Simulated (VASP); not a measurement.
# Pt (Fm-3m) in VASP: single point with r2SCAN+rVV10

Aim: the single point of Pt with r2SCAN+rVV10.

All numbers are computed with VASP 6.6.1; they aren't measurements. Logs are shortened: lines on timing, memory, paths and dates and some standing lists are left out, and cuts for length are marked.

## (1) The cell of the first run

Symmetry: Fm-3m, No. 225, cubic system. The conventional cell has a = 3.925 Å, b = 3.925 Å, c = 3.925 Å, α = 90.00°, β = 90.00°, γ = 90.00°. Within 3.7 Å of Pt (site symmetry m-3m) lie 12 Pt at 2.78 Å.

## (2) Single point, r2SCAN+rVV10

POSCAR

```
Pt
1.0
    0.0000000000      1.9623920488      1.9623920488
    1.9623920488      0.0000000000      1.9623920488
    1.9623920488      1.9623920488      0.0000000000
Pt
1
Direct
    0.0000000000      0.0000000000      0.0000000000
```

INCAR.step1

```
ALGO = Normal
EDIFF = 1E-5
ENCUT = 630
GGA = PE
GGA_COMPAT = False
ISMEAR = 0
LASPH = True
LCHARG = False
LREAL = False
LWAVE = True
NBANDS = 15
NELM = 120
PREC = Accurate
SIGMA = 0.1
```

INCAR.step2

```
ALGO = Normal
BPARAM = 11.95
CPARAM = 0.0093
EDIFF = 1E-6
ENCUT = 630
GGA_COMPAT = False
ISIF = 2
ISMEAR = 0
ISTART = 1
IVDW_NL = 2
LASPH = True
LCHARG = False
LMIXTAU = True
LREAL = False
LUSE_VDW = True
LWAVE = False
METAGGA = R2SCAN
NBANDS = 15
NELM = 120
PREC = Accurate
SIGMA = 0.1
```

KPOINTS

```
k-points
0
Gamma
  18 18 18
```

Potentials or basis: VASP PAW PBE potentials, release 64 (Pt_sv_GW).

Launch:

```console
$ cat potpaw_PBE.64/Pt_sv_GW/POTCAR > POTCAR
$ cp INCAR.step1 INCAR
$ mpirun -np 1 vasp_std > vasp.out
$ cp INCAR.step2 INCAR
$ mpirun -np 1 vasp_std > vasp.out
```

OUTCAR:

```text
BPARAM = 11.95
   EDIFF = 1E-6
   ENCUT = 630
   ISIF = 2
   ISMEAR = 0
   ISTART = 1
   IVDW_NL = 2
   LASPH = True
   LREAL = False
   METAGGA = R2SCAN
   NELM = 120
   PREC = Accurate

 ion  position               nearest neighbor table
   1  0.000  0.000  0.000-

  LATTYP: Found a face centered cubic cell.
 ALAT       =     3.9247840976

  Lattice vectors:

 A1 = (   0.0000000000,   1.9623920488,   1.9623920488)
 A2 = (   1.9623920488,   0.0000000000,   1.9623920488)
 A3 = (   1.9623920488,   1.9623920488,   0.0000000000)

Analysis of symmetry for initial positions (statically):
=====================================================================
 Subroutine PRICEL returns:
 Original cell was already a primitive cell.

 Routine SETGRP: Setting up the symmetry group for a
 face centered cubic supercell.

 Subroutine GETGRP returns: Found 48 space group operations
 (whereof 48 operations were pure point group operations)
 out of a pool of 48 trial point group operations.

The static configuration has the point symmetry O_h .

Analysis of symmetry for dynamics (positions and initial velocities):
=====================================================================
 Subroutine PRICEL returns:
 Original cell was already a primitive cell.

 Routine SETGRP: Setting up the symmetry group for a
 face centered cubic supercell.

 Subroutine GETGRP returns: Found 48 space group operations
 (whereof 48 operations were pure point group operations)
 out of a pool of 48 trial point group operations.

The dynamic configuration has the point symmetry O_h .

 Subroutine INISYM returns: Found 48 space group operations
 (whereof 48 operations are pure point group operations),
 and found     1 'primitive' translations

----------------------------------------------------------------------------------------

                                     Primitive cell

  volume of cell :      15.1143

  direct lattice vectors                    reciprocal lattice vectors
     0.000000000  1.962392049  1.962392049    -0.254791085  0.254791085  0.254791085
     1.962392049  0.000000000  1.962392049     0.254791085 -0.254791085  0.254791085
     1.962392049  1.962392049  0.000000000     0.254791085  0.254791085 -0.254791085

  length of vectors
     2.775241450  2.775241450  2.775241450     0.441311105  0.441311105  0.441311105

  position of ions in fractional coordinates (direct lattice)
     0.000000000  0.000000000  0.000000000

  ion indices of the primitive-cell ions
   primitive index   ion index
                 1           1

----------------------------------------------------------------------------------------

 KPOINTS: k-points

Automatic generation of k-mesh.
 Grid dimensions read from file:
 generate k-points for:   18   18   18

 Generating k-lattice:

  Cartesian coordinates                     Fractional coordinates (reciprocal lattice)
    -0.014155060  0.014155060  0.014155060     0.055555556  0.000000000  0.000000000
     0.014155060 -0.014155060  0.014155060     0.000000000  0.055555556  0.000000000
     0.014155060  0.014155060 -0.014155060     0.000000000  0.000000000  0.055555556

  Length of vectors
     0.024517284  0.024517284  0.024517284

  Shift w.r.t. Gamma in fractional coordinates (k-lattice)
     0.000000000  0.000000000  0.000000000

 Subroutine IBZKPT returns following result:
 ===========================================

 Found    195 irreducible k-points:

 Following reciprocal coordinates:
            Coordinates               Weight
  0.000000  0.000000  0.000000      1.000000
  0.055556  0.000000  0.000000      8.000000
  0.111111  0.000000  0.000000      8.000000
  0.166667  0.000000  0.000000      8.000000
  0.222222  0.000000  0.000000      8.000000
  0.277778  0.000000  0.000000      8.000000
[... 16 lines left out ...]
 -0.277778  0.055556  0.000000     24.000000
 -0.222222  0.055556  0.000000     24.000000
 [... further k-points ...]
   k-points           NKPTS =    195   k-points in BZ     NKDIM =    195   number of bands    NBANDS=     15
   number of dos      NEDOS =    301   number of ions     NIONS =      1
   total plane-waves  NPLWV =  13824
   dimension x,y,z NGX =    24 NGY =   24 NGZ =   24
   dimension x,y,z NGXF=    48 NGYF=   48 NGZF=   48
   ions per type =               1
   NGX,Y,Z   is equivalent  to a cutoff of  14.38, 14.38, 14.38 a.u.
   NGXF,Y,Z  is equivalent  to a cutoff of  28.75, 28.75, 28.75 a.u.
 SYSTEM =  unknown system
   PREC   = accura    normal or accurate (medium, high low for compatibility)
   ISTART =      1    job   : 0-new  1-cont  2-samecut
   ICHARG =      0    charge: 1-file 2-atom 10-const
   ISPIN  =      1    spin polarized calculation?
   LNONCOLLINEAR =      F non collinear calculations
   LSORBIT =      F    spin-orbit coupling
   LASPH  =      T    aspherical Exc in radial PAW
   ENCUT  =  630.0 eV  46.30 Ry    6.80 a.u.   5.68  5.68  5.68*2*pi/ulx,y,z
   NELM   =    120;   NELMIN=  2; NELMDL=  0     # of ELM steps
   EDIFF  = 0.1E-05   stopping-criterion for ELM
   LREAL  =      F    real-space projection
   EDIFFG = 0.1E-04   stopping-criterion for IOM
   NSW    =      0    number of steps for IOM
   IBRION =     -1    ionic relax: 0-MD 1-quasi-New 2-CG
   NFREE  =      0    steps in history (QN), initial steepest desc. (CG)
   ISIF   =      2    stress and relaxation
   ISYM   =      2    0-nonsym 1-usesym 2-fastsym
   POTIM  = 0.5000    time-step for ionic-motion
   TEBEG  =    0.0;   TEEND  =   0.0 temperature during run
   PSTRESS=    0.0 pullay stress
   NELECT =      18.0000    total number of electrons
   NUPDOWN=      -1.0000    fix difference up-down
   EMIN   =  10.00;   EMAX   =-10.00  energy-range for DOS
   EFERMI =   0.00;   METHOD = LEGACY
   ISMEAR =     0;   SIGMA  =   0.10  broadening in eV -4-tet -1-fermi 0-gaus
   EFERMI_NEDOS =   21; number of points for ismear=-14 and -15
   IALGO  =     38    algorithm
   IMIX   =      4    mixing-type and parameters
     AMIX     =   0.40;   BMIX     =  1.00
     AMIX_MAG =   1.60;   BMIX_MAG =  1.00
  volume/ion in A,a.u.               =      15.11       102.00
  Fermi-wavevector in a.u.,A,eV,Ry     =   1.735281  3.279206 40.969880  3.011201
  Thomas-Fermi vector in A             =   2.808917
   LORBIT       =      0    0 simple, 1 ext, 2 COOP (PROOUT), +10 PAW based schemes
   METAGGA = R2SCAN    functional components
   LHFCALC =     F    Hartree Fock is set to
   AEXX    =    0.0000 exact exchange contribution
   IVDW_NL    =     2    kernel type
   BPARAM     =11.9500
   IVDW    =     0    specifies the selected vdW correction
   LEPSILON=     F    determine dielectric tensor
   LRPA    =     F    only Hartree local field effects (RPA)
 non-spin polarized calculation
 Gauss-broadening in eV      SIGMA  =   0.10
  energy-cutoff  :      630.00
  volume of cell :       15.11
 maximum number of plane-waves:       556
   NGX = 11   NGY = 11   NGZ = 11

 number of electron      18.0000001 magnetization

 Free energy of the ion-electron system (eV)
  ---------------------------------------------------
  ext. energy  EPLUGINS =         0.00000000
  ---------------------------------------------------
  free energy    TOTEN  =       -51.06160989 eV

  energy without entropy =      -51.05147447  energy(sigma->0) =      -51.05654218

 E-fermi :  10.4350     XC(G=0): -15.2933

 val. band max:       10.4335427923   @ k =   0.4444   0.1111   0.0000
 cond. band min:      10.4350562193   @ k =  -0.2778   0.3889   0.1667
 fundamental gap:      0.0015134270
 Fermi energy:        10.4349919888

 k-point     1 :       0.0000    0.0000    0.0000
  band No.  band energies     occupation
      1     -90.2469      2.00000
      2     -43.5933      2.00000
      3     -43.5933      2.00000
      4     -43.5933      2.00000
      5      -0.0303      2.00000
      6       6.5295      2.00000
      7       6.5295      2.00000
      8       6.5295      2.00000
      9       8.6856      2.00000
     10       8.6856      2.00000
     11      25.7840      0.00000
     12      30.9308      0.00000
     13      30.9308      0.00000
     14      30.9308      0.00000
     15      36.8930      0.00000

 k-point     2 :       0.0556    0.0000    0.0000
  band No.  band energies     occupation
      1     -90.2456      2.00000
      2     -43.6088      2.00000
      3     -43.5955      2.00000
      4     -43.5955      2.00000
      5       0.0998      2.00000
      6       6.4719      2.00000
      7       6.5812      2.00000
      8       6.5812      2.00000
      9       8.6570      2.00000
     10       8.6570      2.00000
     11      25.9842      0.00000
     12      30.2785      0.00000
     13      31.1278      0.00000
     14      31.1278      0.00000
     15      37.6170      0.00000

 k-point     3 :       0.1111    0.0000    0.0000
  band No.  band energies     occupation
      1     -90.2424      2.00000
      2     -43.6535      2.00000
      3     -43.6019      2.00000
      4     -43.6019      2.00000
      5       0.4779      2.00000
      6       6.3244      2.00000
      7       6.7158      2.00000
      8       6.7158      2.00000
      9       8.5969      2.00000
     10       8.5969      2.00000
     11      26.5289      0.00000
     12      28.8710      0.00000
     13      31.7014      0.00000
     14      31.7014      0.00000
     15      38.3076      0.00000
[... 343 lines left out ...]
 k-point    23 :      -0.2778    0.0556    0.0000
  band No.  band energies     occupation
      1     -90.2222      2.00000
      2     -43.9194      2.00000
      3     -43.6577      2.00000
      4     -43.6357      2.00000
      5       2.6427      2.00000
      6       6.4042      2.00000
      7       6.8066      2.00000
      8       6.8717      2.00000
      9       8.9266      2.00000
     10       9.6842      2.00000
     11      22.8329      0.00000
     12      27.2667      0.00000
     13      31.9095      0.00000
     14      34.6716      0.00000
     15      34.8509      0.00000

 k-point    24 :      -0.2222    0.0556    0.0000
  band No.  band energies     occupation
      1     -90.2287      2.00000
      2     -43.8352      2.00000
      3     -43.6446      2.00000
      4     -43.6228      2.00000
      5       2.0872      2.00000
      6       6.0427      2.00000
      7       6.9214      2.00000
      8       6.9885      2.00000
      9       8.5118      2.00000
     10       9.2159      2.00000
     11      24.8793      0.00000
     12      27.7599      0.00000
     13      32.4373      0.00000
     14      33.9496      0.00000
     15      35.1802      0.00000

 [... further k-points ...]

------------------------ aborting loop because EDIFF is reached ----------------------------------------

  FORCE on cell =-STRESS in cart. coord.  units (eV):
  Direction    XX          YY          ZZ          XY          YZ          ZX
  --------------------------------------------------------------------------------------
  -------------------------------------------------------------------------------------
  Total       -0.0003134     -0.0003134     -0.0003134     -0.0000000      0.0000000      0.0000000
  in kB       -0.0332189     -0.0332189     -0.0332189     -0.0000000      0.0000000      0.0000000
  external PRESSURE =      -0.0332189 kB  Pullay stress =       0.0000000 kB

 VOLUME and BASIS-vectors are now :
 -----------------------------------------------------------------------------
  energy-cutoff  :      630.00
  volume of cell :       15.11
      direct lattice vectors                 reciprocal lattice vectors
     0.000000000  1.962392049  1.962392049    -0.254791085  0.254791085  0.254791085
     1.962392049  0.000000000  1.962392049     0.254791085 -0.254791085  0.254791085
     1.962392049  1.962392049  0.000000000     0.254791085  0.254791085 -0.254791085

 POSITION                                       TOTAL-FORCE (eV/Angst)
 -----------------------------------------------------------------------------------
      0.00000      0.00000      0.00000         0.000000      0.000000      0.000000
 -----------------------------------------------------------------------------------
    total drift:                               -0.000000     -0.000000     -0.000000

  FREE ENERGIE OF THE ION-ELECTRON SYSTEM (eV)
  ---------------------------------------------------
  free  energy   TOTEN  =       -51.0616098917 eV

  energy  without entropy=      -51.0514744687  energy(sigma->0) =      -51.05654218
```

Run time: 7.3 min. Hardware: 1 thread of AMD EPYC, shared host; peak memory 0.23 GiB.

What came out:

```yaml
Free_energy: -51.0616 eV
Pressure: 0.0 GPa
Band_gap_on_the_k_mesh: zero (bands 9 and 10 overlap by 2.37 eV)
```

Levels at points of the mesh, in eV from the Fermi level:
```
           k point  band 5  band 6  band 7  band 8  band 9  band 10  band 11  band 12  band 13  band 14
(0.00, 0.00, 0.00)  -10.47   -3.91   -3.91   -3.91   -1.75    -1.75    15.35    20.50    20.50    20.50
(0.50, 0.00, 0.00)   -7.55   -4.00   -4.00   -0.29    0.02     0.02     6.15    15.01    19.83    19.83
(0.50, 0.50, 0.00)   -7.27   -6.84   -0.06    0.52    0.52     1.95     9.34    11.99    11.99    21.29
```

Caveat: the PAW data sets were made with another functional, which shifts forces and pressure a little; spin-orbit coupling is left out, which moves the levels of the heavy elements.
